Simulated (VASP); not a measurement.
Wanted: the native input for a VASP 6.6.1 run.

```
Task                   : relaxation of cell and atoms
Functional             : PBE
Potentials or basis    : VASP PAW PBE potentials, release 64 (Sn_d, O)
Cutoff                 : 600 eV
k mesh                 : 7 × 7 × 10
Occupations            : fermi-dirac, width 0.08 eV
Spin                   : no spin polarisation
Target pressure        : 0.028 GPa
Dipole correction      : no
Further INCAR settings : ALGO = Normal; EDIFF = 1e-06; IBRION = 2; EDIFFG = -0.005; NSW = 60; ISIF = 3
```

The structure of SnO2 (rutile type) lies in POSCAR:

```
SnO2
1.0
    4.8533739757      0.0000000000      0.0000000000
    0.0000000000      4.8533739757      0.0000000000
    0.0000000000      0.0000000000      3.2032268240
Sn O
2 4
Direct
    0.0000000000      0.0000000000      0.0000000000
    0.5000000000      0.5000000000      0.5000000000
    0.3050000000      0.3050000000      0.0000000000
    0.6950000000      0.6950000000      0.0000000000
    0.8050000000      0.1950000000      0.5000000000
    0.1950000000      0.8050000000      0.5000000000
```

These files were run (other wordings do the same):

INCAR

```
SYSTEM = SnO2
  PREC = Accurate
  ENCUT = 600
  EDIFF = 1E-6
  ISMEAR = -1
  SIGMA = 0.08
  LREAL = .False.
  LASPH = .True.
  NELM = 100
  ALGO = Normal
  ISIF = 3
  LWAVE = .False.
  LCHARG = .False.
  GGA = PE
  IBRION = 2
  NSW = 60
  EDIFFG = -0.005
  PSTRESS = 0.28
```

KPOINTS

```
Automatic mesh
0
Gamma
  7 7 10
  0 0 0
```

Potentials or basis: VASP PAW PBE potentials, release 64 (Sn_d, O).

Launch:

```bash
$ cat potpaw_PBE.64/Sn_d/POTCAR potpaw_PBE.64/O/POTCAR > POTCAR
$ mpirun -np 1 vasp_std > vasp.out
```

It gave:

```json
{
  "Relaxed volume": "12.60 Å³/atom",
  "Relaxed cell": "a = 4.830 Å, b = 4.830 Å, c = 3.241 Å, α = 90.00°, β = 90.00°, γ = 90.00°",
  "Space group after relaxing (to 0.05 Å)": "P4_2/mnm (No. 136)",
  "Energy change on relaxing (the enthalpy is what falls)": "-2.1 meV/atom",
  "Ionic steps": "8",
  "Pressure after relaxing": "0.0 GPa",
  "Band gap on the k mesh": "0.64 eV, direct"
}
```

Caveat: the cell is relaxed towards a set pressure, so the enthalpy falls and the energy may rise; spin-orbit coupling is left out, which moves the levels of the heavy elements.

Wall time 7.2 min on 1 thread of Intel(R) Xeon(R) Platinum 8488C (Sapphire Rapids), on a shared host, peak memory 0.3 GiB.
